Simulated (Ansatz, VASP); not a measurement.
One calculation of MgO, two programs

INCAR

```
SYSTEM = MgO
PREC = Accurate
ENCUT = 600
EDIFF = 1E-6
ISMEAR = -1
SIGMA = 0.05
LREAL = .False.
LASPH = .True.
NELM = 120
ALGO = Normal
ISIF = 2
LWAVE = .False.
LCHARG = .False.
GGA = PE
NBANDS = 11
GGA_COMPAT = .False.
```

KPOINTS

```
regular mesh
0
Gamma
  9 9 9
  0 0 0
```

File POSCAR:

```
MgO
1.0
    0.0000000000      2.2056000000      2.2056000000
    2.2056000000      0.0000000000      2.2056000000
    2.2056000000      2.2056000000      0.0000000000
Mg O
1 1
Direct
    0.0000000000      0.0000000000      0.0000000000
    0.5000000000      0.5000000000      0.5000000000
```

Input for Ansatz:

```yaml
crystal:
  lattice:
    - [0.0, 2.2056, 2.2056]
    - [2.2056, 0.0, 2.2056]
    - [2.2056, 2.2056, 0.0]
  atoms:
    - { symbol: Mg, position: [0.0, 0.0, 0.0] }
    - { symbol: O, position: [0.5, 0.5, 0.5] }
hamiltonian:
  xc: pbe
  pseudopotentials: { kind: paw }
basis:
  ecutwfc: 420
kpoints:
  mp_grid: { grid: [9, 9, 9] }
scf:
  occupations: { method: fermi_dirac, width: 0.05 }
  lower_state_search: "off"
  algorithm: density_mixing
  max_iter: 50
  mixing: { algorithm: broyden, ndim: 2, beta: 0.9, preconditioner: none }
output:
  forces: true
  stress: true
```

Alike in both runs: task single point; functional PBE; k mesh 9 × 9 × 9; occupations fermi-dirac, width 0.05 eV; no spin polarisation.

|  | VASP | Ansatz |
| --- | --- | --- |
| version | VASP 6.6.1 | Ansatz 0.2.0 |
| potentials or method | VASP PAW PBE potentials, release 64 (Mg, O), cutoff 600 eV | PAW, plane waves, scalar-relativistic |
| valence electrons in the cell | 8 | 16 |

```csv
,VASP,Ansatz,Ansatz less VASP
pressure (GPa),-13.9,-13.0,+0.94
```

The functional is the same, so the differences come from potentials, cutoffs and numerics. VASP's potentials hold 8 valence electrons a cell and Ansatz's 16, so a difference there can come from the potentials and not from the codes.
